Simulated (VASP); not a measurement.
# TiTe2 (P-3m1) in VASP: further runs

The runs below take TiTe2 through single point, with PBE+D3(BJ), PBE+D4.

All numbers are computed with VASP 6.6.1; they aren't measurements. Logs are shortened: lines on timing, memory, paths and dates and some standing lists are left out, and cuts for length are marked.

## (1) The cell of the first run

It takes space group P-3m1 (No. 164, trigonal). The conventional cell has a = 3.715 Å, b = 3.715 Å, c = 6.378 Å, α = 90.00°, β = 90.00°, γ = 120.00°. Te (site symmetry 3m) has 3 Ti at 2.75 Å within 3.6 Å. Ti (site symmetry -3m) has 6 Te at 2.75 Å within 3.6 Å.

## (2) Single point, PBE+D3(BJ)

INCAR reads:

```
SYSTEM = TiTe2
PREC = Accurate ; ENCUT = 520
EDIFF = 1E-7 ; ISMEAR = -1
SIGMA = 0.05 ; LREAL = .FALSE.
LASPH = .TRUE. ; NELM = 100
ALGO = Normal ; ISIF = 2
LWAVE = .FALSE. ; LCHARG = .FALSE.
GGA = PE ; IVDW = 12
NBANDS = 19
```

KPOINTS reads:

```
regular mesh
0
G
  8 8 4
  0 0 0
```

POSCAR reads:

```
TiTe2
1.0
    3.7147220582      0.0000000000      0.0000000000
   -1.8573610291      3.2170436704      0.0000000000
    0.0000000000      0.0000000000      6.3775227622
Te Ti
2 1
Direct
    0.3333333333      0.6666666667      0.7297316658
    0.6666666667      0.3333333333      0.2702683342
    0.0000000000      0.0000000000      0.0000000000
```

Potentials or basis: VASP PAW PBE potentials, release 64 (Te, Ti_sv).

Launch:

```
$ cat potpaw_PBE.64/Te/POTCAR potpaw_PBE.64/Ti_sv/POTCAR > POTCAR
$ mpirun -np 1 vasp_std > vasp.out
```

OUTCAR:

```text
SYSTEM = TiTe2
   PREC = Accurate
   ENCUT = 520
   EDIFF = 1E-7
   ISMEAR = -1
   LREAL = .FALSE.
   LASPH = .TRUE.
   NELM = 100
   ISIF = 2
   GGA = PE
   IVDW = 12
 IVDW          = 12

 ion  position               nearest neighbor table
   1  0.333  0.667  0.730-   3 2.75   3 2.75   3 2.75   2 3.63   2 3.63   2 3.63
   2  0.667  0.333  0.270-   3 2.75   3 2.75   3 2.75   1 3.63   1 3.63   1 3.63
   3  0.000  0.000  0.000-   1 2.75   2 2.75   2 2.75   1 2.75   2 2.75   1 2.75

  LATTYP: Found a hexagonal cell.
 ALAT       =     3.7147220582
 C/A-ratio  =     1.7168236714

  Lattice vectors:

 A1 = (   3.7147220582,   0.0000000000,   0.0000000000)
 A2 = (  -1.8573610291,   3.2170436704,   0.0000000000)
 A3 = (   0.0000000000,   0.0000000000,   6.3775227622)

Analysis of symmetry for initial positions (statically):
=====================================================================
 Subroutine PRICEL returns:
 Original cell was already a primitive cell.

 Routine SETGRP: Setting up the symmetry group for a
 hexagonal supercell.

 Subroutine GETGRP returns: Found 12 space group operations
 (whereof 12 operations were pure point group operations)
 out of a pool of 24 trial point group operations.

The static configuration has the point symmetry D_3d.

Analysis of symmetry for dynamics (positions and initial velocities):
=====================================================================
 Subroutine PRICEL returns:
 Original cell was already a primitive cell.

 Routine SETGRP: Setting up the symmetry group for a
 hexagonal supercell.

 Subroutine GETGRP returns: Found 12 space group operations
 (whereof 12 operations were pure point group operations)
 out of a pool of 24 trial point group operations.

The dynamic configuration has the point symmetry D_3d.

 Subroutine INISYM returns: Found 12 space group operations
 (whereof 12 operations are pure point group operations),
 and found     1 'primitive' translations

----------------------------------------------------------------------------------------

                                     Primitive cell

  volume of cell :      76.2141

  direct lattice vectors                    reciprocal lattice vectors
     3.714722058  0.000000000  0.000000000     0.269199144  0.155422199  0.000000000
[... 82 lines left out ...]
   ISPIN  =      1    spin polarized calculation?
   LNONCOLLINEAR =      F non collinear calculations
   LSORBIT =      F    spin-orbit coupling
   LASPH  =      T    aspherical Exc in radial PAW
   ENCUT  =  520.0 eV  38.22 Ry    6.18 a.u.   6.91  6.91 11.86*2*pi/ulx,y,z
   NELM   =    100;   NELMIN=  2; NELMDL= -5     # of ELM steps
   EDIFF  = 0.1E-06   stopping-criterion for ELM
   LREAL  =      F    real-space projection
   EDIFFG = 0.1E-05   stopping-criterion for IOM
   NSW    =      0    number of steps for IOM
   IBRION =     -1    ionic relax: 0-MD 1-quasi-New 2-CG
   NFREE  =      0    steps in history (QN), initial steepest desc. (CG)
   ISIF   =      2    stress and relaxation
   ISYM   =      2    0-nonsym 1-usesym 2-fastsym
   POTIM  = 0.5000    time-step for ionic-motion
   TEBEG  =    0.0;   TEEND  =   0.0 temperature during run
   PSTRESS=    0.0 pullay stress
   NELECT =      24.0000    total number of electrons
   NUPDOWN=      -1.0000    fix difference up-down
   EMIN   =  10.00;   EMAX   =-10.00  energy-range for DOS
   EFERMI =   0.00;   METHOD = LEGACY
   ISMEAR =    -1;   SIGMA  =   0.05  broadening in eV -4-tet -1-fermi 0-gaus
   EFERMI_NEDOS =   21; number of points for ismear=-14 and -15
   IALGO  =     38    algorithm
   IMIX   =      4    mixing-type and parameters
     AMIX     =   0.40;   BMIX     =  1.00
     AMIX_MAG =   1.60;   BMIX_MAG =  1.00
  volume/ion in A,a.u.               =      25.40       171.44
  Fermi-wavevector in a.u.,A,eV,Ry     =   1.113782  2.104743 16.878164  1.240510
  Thomas-Fermi vector in A             =   2.250370
   LORBIT       =      0    0 simple, 1 ext, 2 COOP (PROOUT), +10 PAW based schemes
   GGA     = PE    functional components
   LHFCALC =     F    Hartree Fock is set to
   AEXX    =    0.0000 exact exchange contribution
   IVDW    =    12    specifies the selected vdW correction
   LEPSILON=     F    determine dielectric tensor
   LRPA    =     F    only Hartree local field effects (RPA)
 non-spin polarized calculation
  energy-cutoff  :      520.00
  volume of cell :       76.21
 maximum number of plane-waves:      2066
   NGX = 13   NGY = 13   NGZ = 23

 number of electron      24.0000000 magnetization

 Free energy of the ion-electron system (eV)
  ---------------------------------------------------
  ext. energy  EPLUGINS =         0.00000000
  ---------------------------------------------------
  free energy    TOTEN  =       -16.16950755 eV

  energy without entropy =      -16.15801191  energy(sigma->0) =      -16.16375973

 E-fermi :   7.4634     XC(G=0): -10.1274

 val. band max:        7.4526478633   @ k =   0.5000  -0.0000   0.0000
 cond. band min:       7.4721017918   @ k =   0.1250  -0.0000   0.0000
 fundamental gap:      0.0194539285
 Fermi energy:         7.4633640318

 k-point     1 :       0.0000    0.0000    0.0000
  band No.  band energies     occupation
      1     -49.9156      2.00000
      2     -26.1772      2.00000
      3     -26.1772      2.00000
      4     -26.1473      2.00000
      5      -5.2261      2.00000
      6      -3.5352      2.00000
[... 505 lines left out ...]
      6      -2.9613      2.00000
[... 11 lines left out ...]
     18      12.7447      0.00000
     19      13.5683      0.00000

 [... further k-points ...]

------------------------ aborting loop because EDIFF is reached ----------------------------------------

 Edisp (eV)   -1.55401

 E8    (eV) :    -0.7200

  FORCE on cell =-STRESS in cart. coord.  units (eV):
  Direction    XX          YY          ZZ          XY          YZ          ZX
  --------------------------------------------------------------------------------------
  -------------------------------------------------------------------------------------
  Total      -0.17867    -0.17867    -0.17808     0.00000     0.00000     0.00000
  in kB      -3.75599    -3.75599    -3.74358     0.00000     0.00000     0.00000
  external pressure =       -3.75 kB  Pullay stress =        0.00 kB

 VOLUME and BASIS-vectors are now :
 -----------------------------------------------------------------------------
  energy-cutoff  :      520.00
  volume of cell :       76.21
      direct lattice vectors                 reciprocal lattice vectors
     3.714722058  0.000000000  0.000000000     0.269199144  0.155422199  0.000000000
    -1.857361029  3.217043670  0.000000000     0.000000000  0.310844397  0.000000000
     0.000000000  0.000000000  6.377522762     0.000000000  0.000000000  0.156800695

 POSITION                                       TOTAL-FORCE (eV/Angst)
 -----------------------------------------------------------------------------------
     -0.00000      2.14470      4.65388        -0.000000      0.000000     -0.009530
      1.85736      1.07235      1.72364        -0.000000     -0.000000      0.009530
      0.00000      0.00000      0.00000         0.000000      0.000000      0.000000
 -----------------------------------------------------------------------------------
    total drift:                               -0.000000      0.000000     -0.000000

  FREE ENERGIE OF THE ION-ELECTRON SYSTEM (eV)
  ---------------------------------------------------
  free  energy   TOTEN  =       -17.7235199733 eV

  energy  without entropy=      -17.7120243337  energy(sigma->0) =      -17.71777215
```

Wall time 23 s (1 thread of Intel Xeon 6975P-C (Granite Rapids), shared host); peak memory 0.22 GiB.

Results:

- Free energy: -17.7235 eV
- Pressure: -0.4 GPa
- Largest force: 0.010 eV/Å
- Band gap on the k mesh: zero (band 12 reaches 7.91 eV, above the bottom of band 13 at 7.11 eV)
- Dispersion energy per atom: -0.518 eV

Forces in eV/Å, atoms in the order of the input:
```
Te   0.000  0.000 -0.010
Te   0.000  0.000  0.010
Ti   0.000  0.000  0.000
```

Caveat: three body term missing; spin-orbit coupling is left out, which moves the levels of the heavy elements.

## (3) Single point, PBE+D4

This run uses another cell than the first one, of 25.71 Å³/atom, 1.012 times its volume.

INCAR reads:

```
SYSTEM = TiTe2
PREC = Accurate
ENCUT = 520
EDIFF = 1E-6
ISMEAR = -1
SIGMA = 0.05
LREAL = .FALSE.
LASPH = .TRUE.
NELM = 100
ALGO = Normal
ISIF = 2
LWAVE = .FALSE.
LCHARG = .FALSE.
GGA = PE
IVDW = 13
NBANDS = 19
```

KPOINTS reads:

```
Automatic mesh
0
G
  8 8 4
  0 0 0
```

POSCAR reads:

```
TiTe2
1.0
    3.7283159576      0.0000000000      0.0000000000
   -1.8641579788      3.2288163326      0.0000000000
    0.0000000000      0.0000000000      6.4078613268
Te Ti
2 1
Direct
    0.3333333333      0.6666666667      0.7317530186
    0.6666666667      0.3333333333      0.2682469814
    0.0000000000      0.0000000000      0.0000000000
```

Potentials or basis: VASP PAW PBE potentials, release 64 (Te, Ti_sv).

Launch:

```
$ cat potpaw_PBE.64/Te/POTCAR potpaw_PBE.64/Ti_sv/POTCAR > POTCAR
$ mpirun -np 1 vasp_std > vasp.out
```

Run time: 25 s. Hardware: 1 thread of Intel Xeon 6975P-C (Granite Rapids), shared host; peak memory 0.21 GiB.

It converged, with:

```yaml
Free_energy: -17.4877 eV
Pressure: 0.0 GPa
Largest_force: 0.011 eV/Å
Band_gap_on_the_k_mesh: zero (band 12 reaches 7.74 eV, above the bottom of band 13 at 6.98 eV)
Dispersion_energy_per_atom: -0.434 eV
```

Forces in eV/Å, atoms in the order of the input:
```
Te   0.000  0.000 -0.011
Te   0.000  0.000  0.011
Ti   0.000  0.000  0.000
```

Levels at points of the mesh, in eV from the Fermi level:
| k point | band 10 | band 11 | band 12 | band 13 | band 14 | band 15 |
| --- | --- | --- | --- | --- | --- | --- |
| (0.00, 0.00, 0.00) | 0.31 | 0.44 | 0.44 | 0.70 | 1.21 | 1.21 |
| (0.50, 0.00, 0.00) | -2.46 | -1.72 | -1.15 | 0.00 | 1.24 | 1.59 |
| (0.00, 0.00, 0.50) | -1.54 | 0.42 | 0.42 | 0.82 | 0.82 | 1.09 |
| (0.50, 0.00, 0.50) | -2.06 | -0.92 | -0.51 | -0.33 | 1.24 | 1.57 |

Caveat: spin-orbit coupling is left out, which moves the levels of the heavy elements.
